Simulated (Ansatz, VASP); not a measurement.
## Li2S in VASP and in Ansatz

The input INCAR:

```
PREC = Accurate ; ENCUT = 650
EDIFF = 1E-8 ; ISMEAR = -1
SIGMA = 0.02 ; LREAL = False
LASPH = True ; NELM = 120
ALGO = Normal ; ISIF = 2
LWAVE = False ; LCHARG = False
GGA = CA ; LEFG = True
NBANDS = 13 ; GGA_COMPAT = False
```

File KPOINTS:

```
Automatic mesh
0
Gamma
  7 7 7
```

The input POSCAR:

```
Li2S
1.0
    0.0000000000      2.8540000000      2.8254600000
    2.8540000000      0.0000000000      2.8254600000
    2.8540000000      2.8540000000      0.0000000000
Li S
2 1
Direct
    0.2500000000      0.2500000000      0.2500000000
    0.7500000000      0.7500000000      0.7500000000
    0.0000000000      0.0000000000      0.0000000000
```

Input for Ansatz:

```yaml
crystal:
  lattice:
    - [0.0, 2.854, 2.82546]
    - [2.854, 0.0, 2.82546]
    - [2.854, 2.854, 0.0]
  atoms:
    - { symbol: Li, position: [0.25, 0.25, 0.25] }
    - { symbol: Li, position: [0.75, 0.75, 0.75] }
    - { symbol: S, position: [0.0, 0.0, 0.0] }
kpoints:
  mp_grid: { grid: [7, 7, 7] }
scf:
  occupations: { method: fermi_dirac, width: 0.02 }
hamiltonian:
  xc: lda
  pseudopotentials: { kind: all_electron, datasets: crystal }
output:
  forces: true
  stress: true
  eigenvalues: true
  efg: { contact_densities: true }
```

Change from the starting cell: zz strain of -1 %, crystal datasets.

Alike in both runs: task electric field gradients; functional LDA; k mesh 7 × 7 × 7; occupations fermi-dirac, width 0.02 eV; no spin polarisation.

|  | VASP | Ansatz |
| --- | --- | --- |
| version | VASP 6.6.1 | Ansatz 0.2.0 |
| potentials or method | VASP PAW LDA potentials, release 64 (Li_sv, S), cutoff 650 eV | all-electron PAW with datasets made for the crystal, scalar-relativistic |

Ansatz gave:

```
gap on the k mesh at the Fermi level (eV)                     : 3.27
pressure (GPa)                                                : -2.6
traceless stress, the component that is largest in VASP (GPa) : 0.44
size of Vzz on the site where it differs most (V/Å²)          : 1.5
```

Question: What did VASP give for the same quantities?

Answer: gap on the k mesh at the Fermi level (eV): 3.27; pressure (GPa): -2.8; traceless stress, the component that is largest in VASP (GPa): 0.44; size of Vzz on the site where it differs most (V/Å²): 1.4.

LDA's correlation is that of Perdew and Zunger in VASP and of Perdew and Wang (1992) in Ansatz. Ansatz ran all-electron here, and VASP with PAW potentials.
